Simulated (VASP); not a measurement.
Here is a VASP 6.6.1 calculation.

The input INCAR:

```
SYSTEM = CdTe
  PREC = Accurate
  ENCUT = 520
  EDIFF = 1E-6
  ISMEAR = 0
  SIGMA = 0.05
  LREAL = .FALSE.
  LASPH = .TRUE.
  NELM = 60
  ALGO = Normal
  ISIF = 2
  LWAVE = .FALSE.
  LCHARG = .TRUE.
  LDIPOL = .TRUE.
  IDIPOL = 3
  DIPOL = 0.5 0.5 0.497
  GGA = PE
  IVDW = 12
  LELF = .TRUE.
  LVHAR = .TRUE.
  LVACPOTAV = .TRUE.
  NBANDS = 66
```

The input KPOINTS:

```
regular mesh
0
G
  2 3 1
  0 0 0
```

POSCAR

```
CdTe
1.0
    9.2158675514      0.0000000000      0.0000000000
    0.0000000000      6.5166024401      0.0000000000
    0.0000000000      0.0000000000     20.6079337757
Cd Te
6 6
Direct
    0.2500000000      0.5000000000      0.3882000053
    0.7500000000      0.5000000000      0.3882000053
    0.5000000000      0.0558755914      0.5111426244
    0.0000000000      0.0558755914      0.5111426244
    0.7500000000      0.4774788145      0.5793503670
    0.2500000000      0.4774788145      0.5793503670
    0.5000000000      0.2500000000      0.3882000053
    0.0000000000      0.2500000000      0.3882000053
    0.7500000000      0.8003003189      0.4897538766
    0.2500000000      0.8003003189      0.4897538766
    0.0000000000      0.2828785673      0.6261950575
    0.5000000000      0.2828785673      0.6261950575
```

Potentials or basis: VASP PAW PBE potentials, release 64 (Cd, Te).

The run is started by

```sh
$ cat potpaw_PBE.64/Cd/POTCAR potpaw_PBE.64/Te/POTCAR > POTCAR
$ mpirun -np 1 vasp_std > vasp.out
```

Q: What does it give for the largest force?

A: 0.721 eV/Å.

Q: Estimate the band gap on the k mesh.

A: 1.17 eV.

Q: Predict the dispersion energy per atom.

A: -0.223 eV.

Forces on the atoms (eV/Å):
```
Cd   0.000 -0.377  0.586
Cd   0.000 -0.377  0.586
Cd   0.000 -0.014  0.009
Cd   0.000 -0.014  0.009
Cd   0.000  0.013 -0.001
Cd   0.000  0.013 -0.001
Te   0.000  0.377 -0.615
Te   0.000  0.377 -0.615
Te   0.000  0.009 -0.001
Te   0.000  0.009 -0.001
Te   0.000 -0.008  0.022
Te   0.000 -0.008  0.022
```

Caveat: spin-orbit coupling is left out, which moves the levels of the heavy elements.
